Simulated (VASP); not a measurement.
## Sb: relaxation of cell and atoms with LDA

Crystal: Sb.

```
CELL_PARAMETERS angstrom
2.15420 1.24373 3.75800
-2.15420 1.24373 3.75800
0.00000 -2.48746 3.75800
ATOMIC_POSITIONS crystal
Sb 0.23349 0.23349 0.23349
Sb 0.76651 0.76651 0.76651
```

```json
{
  "Program": "VASP 6.6.1",
  "Task": "relaxation of cell and atoms",
  "Functional": "LDA",
  "Potentials or basis": "VASP PAW LDA potentials, release 64 (Sb)",
  "Cutoff": "600 eV",
  "k mesh": "6 × 6 × 6",
  "Occupations": "gaussian, width 0.05 eV",
  "Spin": "no spin polarisation",
  "Dipole correction": "no",
  "Further INCAR settings": "ALGO = Normal; EDIFF = 1e-06; IBRION = 2; EDIFFG = -0.03; NSW = 80; ISIF = 3"
}
```

```
Relaxed volume                        : 29.57 Å³/atom
Relaxed cell                          : a = 4.450 Å, b = 4.450 Å, c = 4.450 Å, α = 57.78°, β = 57.78°, γ = 57.78°
Space group after relaxing (to 0.1 Å) : R-3m (No. 166)
Energy gained by relaxing             : 1.9 meV/atom
Ionic steps                           : 5
Pressure after relaxing               : -0.1 GPa
Largest force after relaxing          : 0.011 eV/Å
Band gap on the k mesh                : zero (bands 5 and 6 overlap by 0.27 eV)
```

Forces on the atoms (eV/Å):
```
Sb   0.000  0.000  0.011
Sb   0.000  0.000 -0.011
```

Step by step:
| step | energy change (eV) | largest force (eV/Å) | pressure (GPa) | volume (Å³) |
| --- | --- | --- | --- | --- |
| 1 | 0.0000 | 0.0175 | -0.85 | 60.41 |
| 2 | -0.0015 | 0.1175 | 0.54 | 59.03 |
| 3 | -0.0024 | 0.0649 | 0.02 | 59.54 |
| 4 | -0.0030 | 0.0491 | 0.00 | 59.44 |
| 5 | -0.0039 | 0.0111 | -0.06 | 59.15 |

Final structure:
```xyz
2
Lattice="2.1500 1.2413 3.6936 -2.1500 1.2413 3.6936 0.0000 -2.4826 3.6936" Properties=species:S:1:pos:R:3 pbc="T T T"
Sb    0.0000    0.0000    2.5979
Sb    0.0000    0.0000    8.4829
```

Levels at points of the mesh, in eV from the Fermi level:
```tsv
k point	band 1	band 2	band 3	band 4	band 5	band 6	band 7	band 8	band 9
(0.00, 0.00, 0.00)	-12.90	-4.80	-2.05	-1.89	-1.89	2.14	2.72	2.72	4.96
(0.50, 0.00, 0.00)	-10.49	-9.80	-1.92	-1.75	-0.33	-0.25	0.18	0.36	7.67
(0.50, 0.50, 0.00)	-10.48	-8.05	-5.61	-3.84	-3.79	1.49	5.00	5.49	7.05
(0.50, 0.50, 0.50)	-11.24	-9.16	-1.36	-1.36	-0.57	-0.02	-0.02	1.00	7.09
```

It took 68 s on 1 thread of Intel Xeon 8259CL, on a shared host, peak memory 0.18 GiB.

Caveat: spin-orbit coupling is left out, which moves the levels of the heavy elements. Zero-point motion and thermal expansion aren't in these numbers.
